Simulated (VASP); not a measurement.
# CuO in VASP: a series of runs, part 2 of 3

VASP 6.6.1.

## (4) Single point, PBEsol

Contents of INCAR:

```
PREC = Accurate
ENCUT = 520
EDIFF = 1E-7
ISMEAR = 0
SIGMA = 0.1
LREAL = False
LASPH = True
NELM = 100
ALGO = Normal
ISIF = 2
LWAVE = False
LCHARG = False
GGA = PS
NBANDS = 25
```

Contents of KPOINTS:

```
Automatic mesh
0
Gamma
  2 2 2
```

Contents of POSCAR:

```
CuO
1.0
    2.3446500000     -1.7134000000      0.0000000000
    2.3446500000      1.7134000000      0.0000000000
   -0.8605500000      0.0000000000      5.0594400000
Cu O
2 2
Direct
    0.0032000000      0.4968000000      0.0000000000
    0.4968000000      0.0032000000      0.5000000000
    0.5714000000      0.4056000000      0.2537000000
    0.4056000000      0.5714000000      0.7537000000
```

Potentials or basis: VASP PAW PBE potentials, release 64 (Cu, O).

On the command line:

```console
$ cat potpaw_PBE.64/Cu/POTCAR potpaw_PBE.64/O/POTCAR > POTCAR
$ mpirun -np 1 vasp_std > vasp.out
```

OUTCAR:

```text
PREC = Accurate
   ENCUT = 520
   EDIFF = 1E-7
   ISMEAR = 0
   LREAL = False
   LASPH = True
   NELM = 100
   ISIF = 2
   GGA = PS

 ion  position               nearest neighbor table
   1  0.003  0.497  0.000-   4 1.91   3 1.93   4 1.98   3 2.02
   2  0.497  0.003  0.500-   3 1.91   4 1.93   3 1.98   4 2.02
   3  0.571  0.406  0.254-   2 1.91   1 1.93   2 1.98   1 2.02
   4  0.406  0.571  0.754-   1 1.91   2 1.93   1 1.98   2 2.02

  LATTYP: Found a base centered monoclinic cell.
 ALAT       =     4.6893000000
 B/A-ratio  =     0.7307700510
 C/A-ratio  =     1.0944283424
 COS(beta)  =    -0.1676798048

  Lattice vectors:

 A1 = (   2.3446500000,  -1.7134000000,   0.0000000000)
 A2 = (   2.3446500000,   1.7134000000,   0.0000000000)
 A3 = (  -0.8605500000,   0.0000000000,   5.0594400000)

Analysis of symmetry for initial positions (statically):
=====================================================================
 Subroutine PRICEL returns:
 Original cell was already a primitive cell.

 Routine SETGRP: Setting up the symmetry group for a
 base centered monoclinic supercell.

 Subroutine GETGRP returns: Found  2 space group operations
 (whereof  1 operations were pure point group operations)
 out of a pool of  4 trial point group operations.

The static configuration has the point symmetry C_1 .
 The point group associated with its full space group is C_1h.

Analysis of symmetry for dynamics (positions and initial velocities):
=====================================================================
 Subroutine PRICEL returns:
 Original cell was already a primitive cell.

 Routine SETGRP: Setting up the symmetry group for a
 base centered monoclinic supercell.

 Subroutine GETGRP returns: Found  2 space group operations
 (whereof  1 operations were pure point group operations)
 out of a pool of  4 trial point group operations.

The dynamic configuration has the point symmetry C_1 .
 The point group associated with its full space group is C_1h.

 Subroutine INISYM returns: Found  2 space group operations
 (whereof  1 operations are pure point group operations),
 and found     1 'primitive' translations

----------------------------------------------------------------------------------------

                                     Primitive cell

  volume of cell :      40.6508

  direct lattice vectors                    reciprocal lattice vectors
     2.344650000 -1.713400000  0.000000000     0.213251445 -0.291817439  0.036271510
     2.344650000  1.713400000  0.000000000     0.213251445  0.291817439  0.036271510
    -0.860550000  0.000000000  5.059440000     0.000000000  0.000000000  0.197650333

  length of vectors
     2.903984019  2.903984019  5.132102826     0.363248151  0.363248151  0.197650333

  position of ions in fractional coordinates (direct lattice)
     0.003200000  0.496800000  0.000000000
     0.496800000  0.003200000  0.500000000
     0.571400000  0.405600000  0.253700000
     0.405600000  0.571400000  0.753700000

  ion indices of the primitive-cell ions
   primitive index   ion index
                 1           1
                 2           2
                 3           3
                 4           4

----------------------------------------------------------------------------------------

 KPOINTS: Automatic mesh

Automatic generation of k-mesh.
 Grid dimensions read from file:
 generate k-points for:    2    2    2

 Generating k-lattice:

  Cartesian coordinates                     Fractional coordinates (reciprocal lattice)
     0.106625722 -0.145908720  0.018135755     0.500000000 -0.000000000  0.000000000
     0.106625722  0.145908720  0.018135755    -0.000000000  0.500000000  0.000000000
     0.000000000  0.000000000  0.098825166     0.000000000  0.000000000  0.500000000

  Length of vectors
     0.181624075  0.181624075  0.098825166

  Shift w.r.t. Gamma in fractional coordinates (k-lattice)
     0.000000000  0.000000000  0.000000000

 Subroutine IBZKPT returns following result:
 ===========================================

 Found      6 irreducible k-points:

 Following reciprocal coordinates:
            Coordinates               Weight
  0.000000  0.000000  0.000000      1.000000
  0.500000  0.000000  0.000000      2.000000
  0.500000  0.500000  0.000000      1.000000
  0.000000  0.000000  0.500000      1.000000
  0.500000  0.000000  0.500000      2.000000
  0.500000  0.500000  0.500000      1.000000
   k-points           NKPTS =      6   k-points in BZ     NKDIM =      6   number of bands    NBANDS=     25
   number of dos      NEDOS =    301   number of ions     NIONS =      4
   total plane-waves  NPLWV =  23040
   dimension x,y,z NGX =    24 NGY =   24 NGZ =   40
   dimension x,y,z NGXF=    48 NGYF=   48 NGZF=   80
   ions per type =               2   2
   NGX,Y,Z   is equivalent  to a cutoff of  13.74, 13.74, 12.96 a.u.
   NGXF,Y,Z  is equivalent  to a cutoff of  27.48, 27.48, 25.91 a.u.
 SYSTEM =  unknown system
   PREC   = accura    normal or accurate (medium, high low for compatibility)
   ISTART =      0    job   : 0-new  1-cont  2-samecut
   ICHARG =      2    charge: 1-file 2-atom 10-const
   ISPIN  =      1    spin polarized calculation?
   LNONCOLLINEAR =      F non collinear calculations
   LSORBIT =      F    spin-orbit coupling
   LASPH  =      T    aspherical Exc in radial PAW
   ENCUT  =  520.0 eV  38.22 Ry    6.18 a.u.   5.40  5.40  9.54*2*pi/ulx,y,z
   NELM   =    100;   NELMIN=  2; NELMDL= -5     # of ELM steps
   EDIFF  = 0.1E-06   stopping-criterion for ELM
   LREAL  =      F    real-space projection
   EDIFFG = 0.1E-05   stopping-criterion for IOM
   NSW    =      0    number of steps for IOM
   IBRION =     -1    ionic relax: 0-MD 1-quasi-New 2-CG
   NFREE  =      0    steps in history (QN), initial steepest desc. (CG)
   ISIF   =      2    stress and relaxation
   ISYM   =      2    0-nonsym 1-usesym 2-fastsym
   POTIM  = 0.5000    time-step for ionic-motion
   TEBEG  =    0.0;   TEEND  =   0.0 temperature during run
   PSTRESS=    0.0 pullay stress
   NELECT =      34.0000    total number of electrons
   NUPDOWN=      -1.0000    fix difference up-down
   EMIN   =  10.00;   EMAX   =-10.00  energy-range for DOS
   EFERMI =   0.00;   METHOD = LEGACY
   ISMEAR =     0;   SIGMA  =   0.10  broadening in eV -4-tet -1-fermi 0-gaus
   EFERMI_NEDOS =   21; number of points for ismear=-14 and -15
   IALGO  =     38    algorithm
   IMIX   =      4    mixing-type and parameters
     AMIX     =   0.40;   BMIX     =  1.00
     AMIX_MAG =   1.60;   BMIX_MAG =  1.00
  volume/ion in A,a.u.               =      10.16        68.58
  Fermi-wavevector in a.u.,A,eV,Ry     =   1.542451  2.914810 32.370373  2.379155
  Thomas-Fermi vector in A             =   2.648254
   LORBIT       =      0    0 simple, 1 ext, 2 COOP (PROOUT), +10 PAW based schemes
   GGA     = PS    functional components
   LHFCALC =     F    Hartree Fock is set to
   AEXX    =    0.0000 exact exchange contribution
   IVDW    =     0    specifies the selected vdW correction
   LEPSILON=     F    determine dielectric tensor
   LRPA    =     F    only Hartree local field effects (RPA)
 non-spin polarized calculation
 Gauss-broadening in eV      SIGMA  =   0.10
  energy-cutoff  :      520.00
  volume of cell :       40.65
 maximum number of plane-waves:      1129
 NGX is ok and might be reduce to    24
   NGX = 11   NGY = 11   NGZ = 19

 number of electron      33.9999999 magnetization

 Free energy of the ion-electron system (eV)
  ---------------------------------------------------
  ext. energy  EPLUGINS =         0.00000000
  ---------------------------------------------------
  free energy    TOTEN  =       -20.63348694 eV

  energy without entropy =      -20.61000479  energy(sigma->0) =      -20.62174587

 E-fermi :   5.8528     XC(G=0): -12.1348

 val. band max:        5.6641837546   @ k =   0.5000   0.0000   0.0000
 cond. band min:       5.8737877934   @ k =   0.0000   0.0000   0.0000
 fundamental gap:      0.2096040388
 Fermi energy:         5.8528268702

 k-point     1 :       0.0000    0.0000    0.0000
  band No.  band energies     occupation
      1     -14.1945      2.00000
      2     -12.8411      2.00000
      3      -2.5151      2.00000
      4       0.0763      2.00000
      5       0.4451      2.00000
      6       2.2330      2.00000
[... 157 lines left out ...]
     24      18.3664      0.00000
     25      21.3979      0.00000

------------------------ aborting loop because EDIFF is reached ----------------------------------------

  FORCE on cell =-STRESS in cart. coord.  units (eV):
  Direction    XX          YY          ZZ          XY          YZ          ZX
  --------------------------------------------------------------------------------------
  -------------------------------------------------------------------------------------
  Total        1.6526162      1.9773171     -2.3306849      0.0000000      0.0000000      0.5115173
  in kB       65.1348395     77.9323315    -91.8596786      0.0000000      0.0000000     20.1605188
  external PRESSURE =      17.0691642 kB  Pullay stress =       0.0000000 kB

 VOLUME and BASIS-vectors are now :
 -----------------------------------------------------------------------------
  energy-cutoff  :      520.00
  volume of cell :       40.65
      direct lattice vectors                 reciprocal lattice vectors
     2.344650000 -1.713400000  0.000000000     0.213251445 -0.291817439  0.036271510
     2.344650000  1.713400000  0.000000000     0.213251445  0.291817439  0.036271510
    -0.860550000  0.000000000  5.059440000     0.000000000  0.000000000  0.197650333

 POSITION                                       TOTAL-FORCE (eV/Angst)
 -----------------------------------------------------------------------------------
      1.17233      0.84573      0.00000        -0.496500      0.426466      0.154746
      0.74205     -0.84573      2.52972        -0.496500     -0.426466      0.154746
      2.07240     -0.28408      1.28358         0.496500      0.163453     -0.154746
      1.64213      0.28408      3.81330         0.496500     -0.163453     -0.154746
 -----------------------------------------------------------------------------------
    total drift:                               -0.000344      0.000000     -0.000572

  FREE ENERGIE OF THE ION-ELECTRON SYSTEM (eV)
  ---------------------------------------------------
  free  energy   TOTEN  =       -20.6334869392 eV

  energy  without entropy=      -20.6100047931  energy(sigma->0) =      -20.62174587
```

OSZICAR:

```text
N       E                     dE             d eps       ncg     rms          rms(c)
DAV:   1     0.290733945714E+03    0.29073E+03   -0.16371E+04   316   0.208E+03
DAV:   2     0.987233408383E+01   -0.28086E+03   -0.26052E+03   310   0.392E+02
DAV:   3    -0.253527145589E+02   -0.35225E+02   -0.32488E+02   370   0.153E+02
DAV:   4    -0.265915516764E+02   -0.12388E+01   -0.12308E+01   359   0.309E+01
DAV:   5    -0.266130968950E+02   -0.21545E-01   -0.21541E-01   392   0.369E+00    0.171E+01
DAV:   6    -0.239325912665E+02    0.26805E+01   -0.35156E+01   414   0.145E+02    0.129E+01
DAV:   7    -0.206217512774E+02    0.33108E+01   -0.99256E+00   382   0.994E+01    0.260E+00
DAV:   8    -0.206692672690E+02   -0.47516E-01   -0.10901E+00   328   0.702E+00    0.157E+00
DAV:   9    -0.206339968362E+02    0.35270E-01   -0.42607E-02   502   0.459E+00    0.234E-01
DAV:  10    -0.206334951800E+02    0.50166E-03   -0.59710E-03   440   0.959E-01    0.155E-01
DAV:  11    -0.206334994762E+02   -0.42963E-05   -0.16808E-03   447   0.383E-01    0.455E-02
DAV:  12    -0.206334884932E+02    0.10983E-04   -0.18911E-04   376   0.145E-01    0.175E-02
DAV:  13    -0.206334871840E+02    0.13093E-05   -0.20371E-05   408   0.681E-02    0.500E-03
DAV:  14    -0.206334870227E+02    0.16129E-06   -0.19065E-06   392   0.172E-02    0.144E-03
DAV:  15    -0.206334869392E+02    0.83450E-07   -0.88393E-08   200   0.748E-03
   1 F= -.20633487E+02 E0= -.20621746E+02  d E =-.234821E-01
```

Wall time 5.9 s (1 thread of AMD EPYC 9R45 (Zen 5), shared host); peak memory 0.12 GiB.

What came out:

```
Free energy            : -20.6335 eV
Pressure               : 1.7 GPa
Largest force          : 0.673 eV/Å
Band gap on the k mesh : zero (band 17 reaches 5.91 eV, above the bottom of band 18 at 5.28 eV)
```

Forces on the atoms (eV/Å):
```
Cu  -0.496  0.426  0.155
Cu  -0.496 -0.426  0.155
O    0.496  0.163 -0.155
O    0.496 -0.163 -0.155
```

Levels at points of the mesh, in eV from the Fermi level:
| k point | band 13 | band 14 | band 15 | band 16 | band 17 | band 18 | band 19 | band 20 | band 21 | band 22 |
| --- | --- | --- | --- | --- | --- | --- | --- | --- | --- | --- |
| (0.00, 0.00, 0.00) | -2.49 | -2.40 | -2.32 | -1.84 | 0.02 | 0.73 | 1.41 | 5.59 | 7.89 | 12.89 |
| (0.50, 0.00, 0.00) | -2.22 | -1.80 | -1.68 | -1.58 | -0.19 | 0.09 | 4.50 | 5.93 | 6.63 | 10.71 |
| (0.50, 0.50, 0.00) | -2.34 | -2.31 | -1.89 | -1.44 | -0.82 | 0.93 | 2.92 | 6.66 | 8.14 | 9.67 |
| (0.00, 0.00, 0.50) | -2.44 | -2.44 | -1.65 | -1.65 | 0.05 | 0.05 | 3.63 | 3.63 | 11.28 | 11.28 |
| (0.50, 0.00, 0.50) | -2.37 | -2.34 | -1.95 | -1.80 | -0.24 | 0.54 | 4.75 | 6.19 | 7.69 | 8.21 |
| (0.50, 0.50, 0.50) | -1.86 | -1.86 | -1.51 | -1.51 | -0.58 | -0.58 | 4.80 | 4.80 | 8.66 | 8.66 |

Caveat: the k points lie up to 1.14 Å⁻¹ apart; the PAW data sets were made with another functional, which shifts forces and pressure a little; semilocal functionals often make such compounds metallic where correlation or magnetic order opens a gap, which also shifts bond lengths.

## (5) Single point, PBEsol

This run uses another cell than the first one, of 10.03 Å³/atom, 0.987 times its volume.

Contents of INCAR:

```
PREC     = Accurate       # precision mode
ENCUT    = 520            # plane-wave cutoff, eV
EDIFF    = 1E-6           # SCF threshold, eV
ISMEAR   = 0              # smearing method
SIGMA    = 0.1            # smearing width, eV
LREAL    = False          # projectors in reciprocal space
LASPH    = True           # aspherical terms in the spheres
NELM     = 60             # most SCF steps
ALGO     = Normal         # electronic algorithm
ISIF     = 2              # what is computed and relaxed
LWAVE    = False          # write WAVECAR
LCHARG   = False          # write CHGCAR
GGA      = PS             # functional
NBANDS   = 25             # bands
```

KPOINTS is that of step 4.

Contents of POSCAR:

```
CuO
1.0
    2.3404404522     -1.7107783127     -0.0229301573
    2.3197430003      1.6824555157     -0.0101368612
   -0.8908838133      0.0240860588      5.0786274137
Cu O
2 2
Direct
   -0.0082652229      0.4939545091     -0.0055067082
    0.4909130835     -0.0195801087      0.4987901057
    0.5733962104      0.3983939412      0.2576963426
    0.3918683292      0.5610426818      0.7397132466
```

On the command line:

```console
$ cat potpaw_PBE.64/Cu/POTCAR potpaw_PBE.64/O/POTCAR > POTCAR
$ mpirun -np 1 vasp_std > vasp.out
```

Run time: 14 s. Hardware: 1 thread of AMD EPYC 9R45 (Zen 5), shared host; peak memory 0.12 GiB.

The run converged. Its results:

```yaml
Free_energy: -20.5946 eV
Pressure: 3.2 GPa
Largest_force: 0.424 eV/Å
Band_gap_on_the_k_mesh: zero (band 17 reaches 6.01 eV, above the bottom of band 18 at 5.50 eV)
```

Forces in eV/Å, atoms in the order of the input:
```
Cu  -0.300  0.168  0.249
Cu  -0.030 -0.085 -0.060
O    0.061  0.026 -0.318
O    0.268 -0.109  0.129
```

Stress tensor (GPa, compression positive):
```
 8.63  0.25  3.28
 0.25  9.93  1.41
 3.28  1.41 -8.88
```

Levels at points of the mesh, in eV from the Fermi level:
| k point | band 14 | band 15 | band 16 | band 17 | band 18 | band 19 | band 20 | band 21 |
| --- | --- | --- | --- | --- | --- | --- | --- | --- |
| (0.00, 0.00, 0.00) | -2.27 | -2.23 | -1.81 | 0.04 | 0.78 | 1.49 | 5.65 | 8.00 |
| (0.50, 0.00, 0.00) | -1.85 | -1.68 | -1.63 | -0.12 | 0.18 | 4.68 | 6.06 | 6.64 |
| (0.00, 0.50, 0.00) | -1.69 | -1.57 | -1.43 | -0.18 | 0.03 | 4.35 | 6.02 | 7.05 |
| (0.50, 0.50, 0.00) | -2.08 | -1.85 | -1.38 | -0.70 | 0.98 | 3.02 | 6.67 | 8.20 |
| (0.00, 0.00, 0.50) | -2.28 | -1.65 | -1.57 | 0.02 | 0.19 | 3.58 | 3.88 | 10.87 |
| (0.50, 0.00, 0.50) | -2.15 | -1.97 | -1.69 | -0.16 | 0.63 | 5.07 | 5.92 | 7.79 |
| (0.00, 0.50, 0.50) | -2.20 | -1.86 | -1.70 | -0.18 | 0.58 | 4.51 | 6.63 | 7.93 |
| (0.50, 0.50, 0.50) | -1.79 | -1.52 | -1.35 | -0.54 | -0.48 | 4.82 | 5.00 | 8.38 |

Caveat: the k points lie up to 1.16 Å⁻¹ apart; the PAW data sets were made with another functional, which shifts forces and pressure a little; semilocal functionals often make such compounds metallic where correlation or magnetic order opens a gap, which also shifts bond lengths. With open d or f shells a metallic result of PBEsol can be an artefact of self-interaction; +U or a hybrid may open a gap.

(Part 2 of 3 ends here.)
